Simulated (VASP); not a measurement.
# InSb2 (Pnnm) in VASP: further runs

Runs on InSb2. Level: PBE. Tasks: relaxation of cell and atoms, single point.

Everything below comes from runs of VASP 6.6.1. Logs are shortened: lines on timing, memory, paths and dates and some standing lists are left out, and cuts for length are marked.

## (1) The cell of the first run

It takes space group Pnnm (No. 58, orthorhombic). The conventional cell has a = 5.395 Å, b = 6.584 Å, c = 4.110 Å, α = 90.00°, β = 90.00°, γ = 90.00°. Within 3.6 Å of In (site symmetry 2/m) lie 6 Sb at 2.72 to 2.73 Å. Within 4.4 Å of Sb (site symmetry m) lie 12 Sb at 2.69 to 4.11 Å and 6 In at 2.72 to 4.37 Å.

## (2) Relaxation of cell and atoms, PBE

INCAR

```
SYSTEM = InSb2
ALGO = Normal ; EDIFF = 1E-6
EDIFFG = -0.04 ; ENCUT = 600
GGA = PE ; IBRION = 2
ISIF = 3 ; ISMEAR = 0
LASPH = .True. ; LCHARG = .False.
LREAL = .False. ; LWAVE = .False.
NELM = 80 ; NSW = 90
PREC = Accurate ; SIGMA = 0.1
```

KPOINTS

```
k-points
0
Gamma
  4 4 4
  0 0 0
```

POSCAR

```
InSb2
1.0
    5.3945050216      0.0000000000      0.0000000000
    0.0000000000      6.5839517482      0.0000000000
    0.0000000000      0.0000000000      4.1101453010
In Sb
2 4
Direct
    0.0000000000      0.0000000000      0.0000000000
    0.5000000000      0.5000000000      0.5000000000
    0.2004000000      0.3787000000      0.0000000000
    0.7996000000      0.6213000000      0.0000000000
    0.7004000000      0.1213000000      0.5000000000
    0.2996000000      0.8787000000      0.5000000000
```

Potentials or basis: VASP PAW PBE potentials, release 64 (In_d, Sb).

The run is started by

```sh
cat potpaw_PBE.64/In_d/POTCAR potpaw_PBE.64/Sb/POTCAR > POTCAR
mpirun -np 1 vasp_std > vasp.out
```

OUTCAR:

```text
SYSTEM = InSb2
   EDIFF = 1E-6
   EDIFFG = -0.04
   ENCUT = 600
   GGA = PE
   IBRION = 2
   ISIF = 3
   ISMEAR = 0
   LASPH = .True.
   LREAL = .False.
   NELM = 80
   NSW = 90
   PREC = Accurate

 ion  position               nearest neighbor table
   1  0.000  0.000  0.000-   3 2.72   4 2.72   5 2.73   6 2.73   5 2.73   6 2.73
   2  0.500  0.500  0.500-   5 2.72   6 2.72   3 2.73   4 2.73   3 2.73   4 2.73
   3  0.200  0.379  0.000-   4 2.69   1 2.72   2 2.73   2 2.73   4 3.61
   4  0.800  0.621  0.000-   3 2.69   1 2.72   2 2.73   2 2.73   3 3.61
   5  0.700  0.121  0.500-   6 2.69   2 2.72   1 2.73   1 2.73   6 3.61
   6  0.300  0.879  0.500-   5 2.69   2 2.72   1 2.73   1 2.73   5 3.61

  LATTYP: Found a simple orthorhombic cell.
 ALAT       =     4.1101453010
 B/A-ratio  =     1.3124852351
 C/A-ratio  =     1.6018781007

  Lattice vectors:

 A1 = (   0.0000000000,   0.0000000000,   4.1101453010)
 A2 = (   5.3945050216,   0.0000000000,   0.0000000000)
 A3 = (   0.0000000000,   6.5839517482,   0.0000000000)

Analysis of symmetry for initial positions (statically):
=====================================================================
 Subroutine PRICEL returns:
 Original cell was already a primitive cell.

 Routine SETGRP: Setting up the symmetry group for a
 simple orthorhombic supercell.

 Subroutine GETGRP returns: Found  8 space group operations
 (whereof  4 operations were pure point group operations)
 out of a pool of  8 trial point group operations.

The static configuration has the point symmetry C_2h.
 The point group associated with its full space group is D_2h.

Analysis of symmetry for dynamics (positions and initial velocities):
=====================================================================
 Subroutine PRICEL returns:
 Original cell was already a primitive cell.

 Routine SETGRP: Setting up the symmetry group for a
 simple orthorhombic supercell.

 Subroutine GETGRP returns: Found  8 space group operations
 (whereof  4 operations were pure point group operations)
 out of a pool of  8 trial point group operations.

The dynamic configuration has the point symmetry C_2h.
 The point group associated with its full space group is D_2h.

 Subroutine INISYM returns: Found  8 space group operations
 (whereof  4 operations are pure point group operations),
 and found     1 'primitive' translations

----------------------------------------------------------------------------------------

                                     Primitive cell

  volume of cell :     145.9807

  direct lattice vectors                    reciprocal lattice vectors
     5.394505022  0.000000000  0.000000000     0.185373819  0.000000000  0.000000000
     0.000000000  6.583951748  0.000000000     0.000000000  0.151884467  0.000000000
     0.000000000  0.000000000  4.110145301     0.000000000  0.000000000  0.243300401

  length of vectors
     5.394505022  6.583951748  4.110145301     0.185373819  0.151884467  0.243300401

  position of ions in fractional coordinates (direct lattice)
     0.000000000  0.000000000  0.000000000
     0.500000000  0.500000000  0.500000000
     0.200400000  0.378700000  0.000000000
     0.799600000  0.621300000  0.000000000
     0.700400000  0.121300000  0.500000000
     0.299600000  0.878700000  0.500000000

  ion indices of the primitive-cell ions
   primitive index   ion index
                 1           1
                 2           2
                 3           3
                 4           4
                 5           5
                 6           6

----------------------------------------------------------------------------------------

 KPOINTS: k-points

Automatic generation of k-mesh.
 Grid dimensions read from file:
 generate k-points for:    4    4    4

 Generating k-lattice:

  Cartesian coordinates                     Fractional coordinates (reciprocal lattice)
     0.046343455  0.000000000  0.000000000     0.250000000  0.000000000  0.000000000
     0.000000000  0.037971117  0.000000000     0.000000000  0.250000000  0.000000000
     0.000000000  0.000000000  0.060825100     0.000000000  0.000000000  0.250000000

  Length of vectors
     0.046343455  0.037971117  0.060825100

  Shift w.r.t. Gamma in fractional coordinates (k-lattice)
     0.000000000  0.000000000  0.000000000

 Subroutine IBZKPT returns following result:
 ===========================================

 Found     27 irreducible k-points:

 Following reciprocal coordinates:
            Coordinates               Weight
  0.000000  0.000000  0.000000      1.000000
  0.250000  0.000000  0.000000      2.000000
  0.500000  0.000000  0.000000      1.000000
  0.000000  0.250000  0.000000      2.000000
  0.250000  0.250000  0.000000      4.000000
  0.500000  0.250000  0.000000      2.000000
[... 16 lines left out ...]
  0.250000  0.250000  0.500000      4.000000
  0.500000  0.250000  0.500000      2.000000
 [... further k-points ...]
   k-points           NKPTS =     27   k-points in BZ     NKDIM =     27   number of bands    NBANDS=     27
   number of dos      NEDOS =    301   number of ions     NIONS =      6
   total plane-waves  NPLWV =  93312
   dimension x,y,z NGX =    48 NGY =   54 NGZ =   36
   dimension x,y,z NGXF=    96 NGYF=  108 NGZF=   72
   ions per type =               2   4
   NGX,Y,Z   is equivalent  to a cutoff of  14.79, 13.64, 14.56 a.u.
   NGXF,Y,Z  is equivalent  to a cutoff of  29.58, 27.27, 29.12 a.u.
 SYSTEM =  InSb2
   PREC   = accura    normal or accurate (medium, high low for compatibility)
   ISTART =      0    job   : 0-new  1-cont  2-samecut
   ICHARG =      2    charge: 1-file 2-atom 10-const
   ISPIN  =      1    spin polarized calculation?
   LNONCOLLINEAR =      F non collinear calculations
   LSORBIT =      F    spin-orbit coupling
   LASPH  =      T    aspherical Exc in radial PAW
   ENCUT  =  600.0 eV  44.10 Ry    6.64 a.u.  10.77 13.15  8.21*2*pi/ulx,y,z
   NELM   =     80;   NELMIN=  2; NELMDL= -5     # of ELM steps
   EDIFF  = 0.1E-05   stopping-criterion for ELM
   LREAL  =      F    real-space projection
   EDIFFG = -.4E-01   stopping-criterion for IOM
   NSW    =     90    number of steps for IOM
   IBRION =      2    ionic relax: 0-MD 1-quasi-New 2-CG
   NFREE  =      1    steps in history (QN), initial steepest desc. (CG)
   ISIF   =      3    stress and relaxation
   ISYM   =      2    0-nonsym 1-usesym 2-fastsym
   POTIM  = 0.5000    time-step for ionic-motion
   TEBEG  =    0.0;   TEEND  =   0.0 temperature during run
   PSTRESS=    0.0 pullay stress
   NELECT =      46.0000    total number of electrons
   NUPDOWN=      -1.0000    fix difference up-down
   EMIN   =  10.00;   EMAX   =-10.00  energy-range for DOS
   EFERMI =   0.00;   METHOD = LEGACY
   ISMEAR =     0;   SIGMA  =   0.10  broadening in eV -4-tet -1-fermi 0-gaus
   EFERMI_NEDOS =   21; number of points for ismear=-14 and -15
   IALGO  =     38    algorithm
   IMIX   =      4    mixing-type and parameters
     AMIX     =   0.40;   BMIX     =  1.00
     AMIX_MAG =   1.60;   BMIX_MAG =  1.00
  volume/ion in A,a.u.               =      24.33       164.19
  Fermi-wavevector in a.u.,A,eV,Ry     =   1.114027  2.105205 16.885588  1.241056
  Thomas-Fermi vector in A             =   2.250618
   LORBIT       =      0    0 simple, 1 ext, 2 COOP (PROOUT), +10 PAW based schemes
   GGA     = PE    functional components
   LHFCALC =     F    Hartree Fock is set to
   AEXX    =    0.0000 exact exchange contribution
   IVDW    =     0    specifies the selected vdW correction
   LEPSILON=     F    determine dielectric tensor
   LRPA    =     F    only Hartree local field effects (RPA)
 conjugate gradient relaxation of ions
 non-spin polarized calculation
 Gauss-broadening in eV      SIGMA  =   0.10
  energy-cutoff  :      600.00
  volume of cell :      145.98
 maximum number of plane-waves:      4912
 NGX is ok and might be reduce to    48
   NGX = 21   NGY = 27   NGZ = 17

--------------------------------------- Ionic step        1  -------------------------------------------

 number of electron      45.9999995 magnetization

 Free energy of the ion-electron system (eV)
  ---------------------------------------------------
  ext. energy  EPLUGINS =         0.00000000
  ---------------------------------------------------
  free energy    TOTEN  =       -18.47129351 eV

  energy without entropy =      -18.46405743  energy(sigma->0) =      -18.46767547

 E-fermi :   9.2338     XC(G=0): -10.4436

 val. band max:        9.1500024756   @ k =   0.5000   0.5000   0.2500
 cond. band min:       9.2550532703   @ k =   0.2500   0.5000   0.5000
 fundamental gap:      0.1050507947
 Fermi energy:         9.2337896350

 k-point     1 :       0.0000    0.0000    0.0000
  band No.  band energies     occupation
      1      -6.1791      2.00000
      2      -6.0206      2.00000
      3      -5.9518      2.00000
      4      -5.9508      2.00000
      5      -5.8430      2.00000
      6      -5.8213      2.00000
[... 709 lines left out ...]
     26      11.3699      0.00000
     27      13.0679      0.00000

 [... further k-points ...]

------------------------ aborting loop because EDIFF is reached ----------------------------------------

  FORCE on cell =-STRESS in cart. coord.  units (eV):
  Direction    XX          YY          ZZ          XY          YZ          ZX
  --------------------------------------------------------------------------------------
  -------------------------------------------------------------------------------------
  Total       21.4790182     22.9787623     19.6202666      0.0000000      0.0000000      0.0000000
  in kB      235.7379985    252.1980928    215.3377000      0.0000000      0.0000000      0.0000000
  external PRESSURE =     234.4245971 kB  Pullay stress =       0.0000000 kB
[... 27 lines left out ...]
--------------------------------------- Ionic step        2  -------------------------------------------

 number of electron      46.0000018 magnetization

 E-fermi :   3.8119     XC(G=0):  -8.3684

 val. band max:        3.8104687765   @ k =   0.2500   0.2500   0.5000
 cond. band min:       3.8219152624   @ k =   0.2500   0.5000   0.5000
 fundamental gap:      0.0114464858
 Fermi energy:         3.8118545020

 k-point     1 :       0.0000    0.0000    0.0000
  band No.  band energies     occupation
      1     -10.4735      2.00000
      2     -10.4504      2.00000
      3     -10.4348      2.00000
      4     -10.4344      2.00000
      5     -10.4071      2.00000
      6     -10.4058      2.00000
[... 709 lines left out ...]
     26       4.8908      0.00000
     27       6.3446      0.00000

 [... further k-points ...]

------------------------ aborting loop because EDIFF is reached ----------------------------------------

  FORCE on cell =-STRESS in cart. coord.  units (eV):
  Direction    XX          YY          ZZ          XY          YZ          ZX
  --------------------------------------------------------------------------------------
  -------------------------------------------------------------------------------------
  Total       -9.7359583     -8.2894385     -6.2939418      0.0000000      0.0000000      0.0000000
  in kB      -66.4292852    -56.5595557    -42.9441092      0.0000000      0.0000000      0.0000000
  external PRESSURE =     -55.3109834 kB  Pullay stress =       0.0000000 kB
[... 61 lines left out ...]
  FREE ENERGIE OF THE ION-ELECTRON SYSTEM (eV)
  ---------------------------------------------------
  free  energy   TOTEN  =       -21.0362193588 eV

  energy  without entropy=      -21.0205629147  energy(sigma->0) =      -21.02839114

[... ionic steps 4 to 11 ...]

--------------------------------------- Ionic step       12  -------------------------------------------

 number of electron      45.9999988 magnetization

------------------------ aborting loop because EDIFF is reached ----------------------------------------
[... 75 lines left out ...]
--------------------------------------- Ionic step       14  -------------------------------------------

 number of electron      45.9999987 magnetization

 Free energy of the ion-electron system (eV)
  ---------------------------------------------------
  ext. energy  EPLUGINS =         0.00000000
  ---------------------------------------------------
  free energy    TOTEN  =       -21.14159989 eV

  energy without entropy =      -21.13300519  energy(sigma->0) =      -21.13730254

 E-fermi :   5.8235     XC(G=0):  -9.2128

 val. band max:        5.7497337055   @ k =   0.0000   0.2500   0.2500
 cond. band min:       5.8987028214   @ k =   0.5000   0.2500   0.0000
 fundamental gap:      0.1489691159
 Fermi energy:         5.8234786660

 k-point     1 :       0.0000    0.0000    0.0000
  band No.  band energies     occupation
      1      -8.7877      2.00000
      2      -8.7371      2.00000
      3      -8.7077      2.00000
      4      -8.7077      2.00000
      5      -8.6581      2.00000
      6      -8.6539      2.00000
[... 709 lines left out ...]
     26       7.1971      0.00000
     27       9.0445      0.00000

 [... further k-points ...]

------------------------ aborting loop because EDIFF is reached ----------------------------------------

  FORCE on cell =-STRESS in cart. coord.  units (eV):
  Direction    XX          YY          ZZ          XY          YZ          ZX
  --------------------------------------------------------------------------------------
  -------------------------------------------------------------------------------------
  Total       -0.0391555      0.1803526      0.0347414      0.0000000      0.0000000      0.0000000
  in kB       -0.3272068      1.5071359      0.2903201      0.0000000      0.0000000      0.0000000
  external PRESSURE =       0.4900831 kB  Pullay stress =       0.0000000 kB
[... 21 lines left out ...]
  FREE ENERGIE OF THE ION-ELECTRON SYSTEM (eV)
  ---------------------------------------------------
  free  energy   TOTEN  =       -21.1415998904 eV

  energy  without entropy=      -21.1330051852  energy(sigma->0) =      -21.13730254

 reached required accuracy - stopping structural energy minimisation
```

Wall time 7.3 min (1 thread of Intel Xeon 6975P-C (Granite Rapids), shared host); peak memory 0.38 GiB.

What came out:

| Item | Value |
| --- | --- |
| Free energy | -21.1416 eV |
| Relaxed volume | 31.95 Å³/atom |
| Relaxed cell | a = 5.976 Å, b = 7.360 Å, c = 4.359 Å, α = 90.00°, β = 90.00°, γ = 90.00° |
| Space group after relaxing (to 0.1 Å) | Pnnm (No. 58) |
| Energy gained by relaxing | 445.1 meV/atom |
| Ionic steps | 14 |
| Pressure after relaxing | 0.0 GPa |
| Largest force after relaxing | 0.016 eV/Å |
| Band gap on the k mesh | zero (bands 23 and 24 overlap by 1.93 eV) |

Forces on the atoms (eV/Å):
```
In   0.000  0.000  0.000
In   0.000  0.000  0.000
Sb  -0.011 -0.012  0.000
Sb   0.011  0.012  0.000
Sb  -0.011  0.012  0.000
Sb   0.011 -0.012  0.000
```

The path:
```tsv
step	energy change (eV)	largest force (eV/Å)	pressure (GPa)	volume (Å³)
1	0.0000	0.4667	23.44	145.98
2	-1.6484	0.7348	-5.53	234.82
3	-2.5649	0.5934	-0.07	191.42
4	-2.5645	0.5906	0.14	190.43
5	-2.6213	0.3702	0.20	190.82
6	-2.6466	0.0289	0.41	191.28
7	-2.6560	0.0335	-0.20	193.91
8	-2.6563	0.0364	-0.33	194.47
9	-2.6622	0.0455	-0.15	193.50
10	-2.6645	0.0795	0.04	192.57
11	-2.6678	0.0603	-0.02	192.49
12	-2.6698	0.0418	-0.10	192.35
13	-2.6701	0.0225	0.16	191.29
14	-2.6703	0.0163	0.05	191.73
```

Final structure:
```
In Sb
1.0
     5.97555    0.00000    0.00000
     0.00000    7.35993    0.00000
     0.00000    0.00000    4.35942
In Sb
2 4
Direct
  0.00000 0.00000 0.00000
  0.50000 0.50000 0.50000
  0.18436 0.38270 0.00000
  0.81564 0.61730 0.00000
  0.68436 0.11730 0.50000
  0.31564 0.88270 0.50000
```

Levels at points of the mesh, in eV from the Fermi level:
```tsv
k point	band 19	band 20	band 21	band 22	band 23	band 24	band 25	band 26	band 27
(0.00, 0.00, 0.00)	-2.21	-2.04	-0.40	0.39	1.02	1.33	1.36	2.08	2.50
(0.50, 0.00, 0.00)	-0.91	-0.91	-0.26	-0.26	0.32	0.32	1.06	1.06	2.18
(0.00, 0.50, 0.00)	-1.43	-1.43	-0.91	-0.91	0.83	0.83	1.40	1.40	2.92
(0.50, 0.50, 0.00)	-1.04	-1.04	-0.45	-0.45	-0.35	-0.35	0.89	0.89	2.71
(0.00, 0.00, 0.50)	-2.65	-2.65	-1.33	-1.33	-0.91	-0.91	0.95	0.95	1.61
(0.50, 0.00, 0.50)	-2.81	-2.81	-2.22	-2.22	0.76	0.76	2.29	2.29	3.27
(0.00, 0.50, 0.50)	-2.25	-2.25	-1.77	-1.77	-0.80	-0.80	0.22	0.22	3.00
(0.50, 0.50, 0.50)	-1.68	-1.68	-1.30	-1.30	-0.29	-0.29	1.02	1.02	3.21
```

Caveat: the k points lie up to 0.36 Å⁻¹ apart in the final cell, too coarse for converged energies and pressures of a metal; the volume moved by over 15 % at a fixed basis, so the end points are rough; spin-orbit coupling is left out, which moves the levels of the heavy elements.

## (3) Single point, PBE

This run uses another cell than the first one, of 32.21 Å³/atom.

INCAR

```
PREC = Accurate ; ENCUT = 520
EDIFF = 1E-6 ; ISMEAR = 0
SIGMA = 0.1 ; LREAL = F
LASPH = T ; NELM = 60
ALGO = Normal ; ISIF = 2
LWAVE = F ; LCHARG = F
GGA = PE ; NBANDS = 32
```

KPOINTS

```
regular mesh
0
Gamma
  6 6 8
```

POSCAR

```
InSb2
1.0
    5.9113457722      0.0000000000      0.0000000000
    0.0000000000      7.4712794453      0.0000000000
    0.0000000000      0.0000000000      4.3760053103
In Sb
2 4
Direct
    0.0000000000      0.0000000000      0.0000000000
    0.5000000000      0.5000000000      0.5000000000
    0.1824682449      0.3818645717      0.0000000000
    0.8175317551      0.6181354283      0.0000000000
    0.6824682449      0.1181354283      0.5000000000
    0.3175317551      0.8818645717      0.5000000000
```

Potentials or basis: VASP PAW PBE potentials, release 64 (In_d, Sb).

The run is started by

```sh
cat potpaw_PBE.64/In_d/POTCAR potpaw_PBE.64/Sb/POTCAR > POTCAR
mpirun -np 1 vasp_std > vasp.out
```

Run time: 2.5 min. Hardware: 1 thread of Intel Xeon 6975P-C (Granite Rapids), shared host; peak memory 0.58 GiB.

The run converged. Its results:

* Free energy: -21.0954 eV
* Pressure: 0.0 GPa
* Largest force: 0.023 eV/Å
* Band gap on the k mesh: zero (bands 23 and 24 overlap by 2.01 eV)

Forces in eV/Å, atoms in the order of the input:
```
In   0.000  0.000  0.000
In   0.000  0.000  0.000
Sb   0.018 -0.014  0.000
Sb  -0.018  0.014  0.000
Sb   0.018  0.014  0.000
Sb  -0.018 -0.014  0.000
```

Levels at points of the mesh, in eV from the Fermi level:
```tsv
k point	band 19	band 20	band 21	band 22	band 23	band 24	band 25	band 26	band 27	band 28
(0.00, 0.00, 0.00)	-2.08	-1.94	-0.36	0.33	1.06	1.42	1.52	2.19	2.54	2.93
(0.50, 0.00, 0.00)	-0.79	-0.79	-0.16	-0.16	0.37	0.37	1.21	1.21	2.21	2.21
(0.00, 0.50, 0.00)	-1.35	-1.35	-0.81	-0.81	0.86	0.86	1.51	1.51	3.05	3.05
(0.50, 0.50, 0.00)	-0.81	-0.81	-0.34	-0.34	-0.27	-0.27	0.98	0.98	2.91	2.91
(0.00, 0.00, 0.50)	-2.49	-2.49	-1.15	-1.15	-0.79	-0.79	1.04	1.04	1.74	1.74
(0.50, 0.00, 0.50)	-2.69	-2.69	-2.13	-2.13	0.99	0.99	2.49	2.49	3.23	3.23
(0.00, 0.50, 0.50)	-2.03	-2.03	-1.75	-1.75	-0.68	-0.68	0.29	0.29	3.08	3.08
(0.50, 0.50, 0.50)	-1.65	-1.65	-1.29	-1.29	-0.12	-0.12	1.08	1.08	3.50	3.50
```

Caveat: spin-orbit coupling is left out, which moves the levels of the heavy elements.
